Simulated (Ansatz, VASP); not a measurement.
**One calculation of Ir, two programs**

POSCAR

```
Ir
1.0
    0.0000000000      1.8717075000      2.0156850000
    1.8717075000      0.0000000000      2.0156850000
    1.8717075000      1.8717075000      0.0000000000
Ir
1
Direct
    0.0000000000      0.0000000000      0.0000000000
```

The input INCAR.step1:

```
ALGO = Normal
EDIFF = 1E-4
ENCUT = 520
GGA = PE
ISMEAR = 0
LASPH = True
LCHARG = False
LREAL = False
LWAVE = True
NBANDS = 10
NELM = 80
PREC = Accurate
SIGMA = 0.15
```

INCAR.step2

```
ALGO = Normal
EDIFF = 1E-6
ENCUT = 520
ISIF = 2
ISMEAR = 0
ISTART = 1
LASPH = True
LCHARG = True
LELF = True
LMIXTAU = True
LREAL = False
LVHAR = True
LWAVE = False
METAGGA = R2SCAN
NBANDS = 10
NELM = 80
PREC = Accurate
SIGMA = 0.15
```

The input KPOINTS:

```
k-points
0
Gamma
  22 22 22
```

Input for Ansatz:

```yaml
crystal:
  lattice:
    - [0.0, 1.8717075, 2.015685]
    - [1.8717075, 0.0, 2.015685]
    - [1.8717075, 1.8717075, 0.0]
  atoms:
    - { symbol: Ir, position: [0.0, 0.0, 0.0] }
basis:
  ecutwfc: 500
kpoints:
  mp_grid: { grid: [22, 22, 22] }
hamiltonian:
  xc: r2scan
scf:
  occupations: { method: gaussian, width: 0.15 }
output:
  forces: true
  stress: true
  eigenvalues: true
```

Change from the starting cell: strain -0.025 along x and y, +0.050 along z, atoms carried along.

Alike in both runs: task single point; functional r2SCAN; k mesh 22 × 22 × 22; occupations gaussian, width 0.15 eV; no spin polarisation.

|  | VASP | Ansatz |
| --- | --- | --- |
| version | VASP 6.6.1 | Ansatz 0.2.0 |
| potentials or method | VASP PAW PBE potentials, release 64 (Ir), cutoff 520 eV | scalar-relativistic, plane waves, PAW |
| valence electrons in the cell | 9 | 17 |

|  | VASP | Ansatz | Ansatz less VASP |
| --- | --- | --- | --- |
| gap on the k mesh at the Fermi level (eV) | none | none | - |
| pressure (GPa) | 6.2 | 3.7 | -2.59 |
| traceless stress, the component that is largest in VASP (GPa) | -19.56 | -19.50 | +0.063 |

VASP's potentials were made for PBE, not for r2SCAN. A gap of «none» marks a metal or a gap that the smearing closes. VASP's potentials hold 9 valence electrons a cell and Ansatz's 17, so a difference there can come from the potentials and not from the codes.

Neither program's run includes spin-orbit coupling.
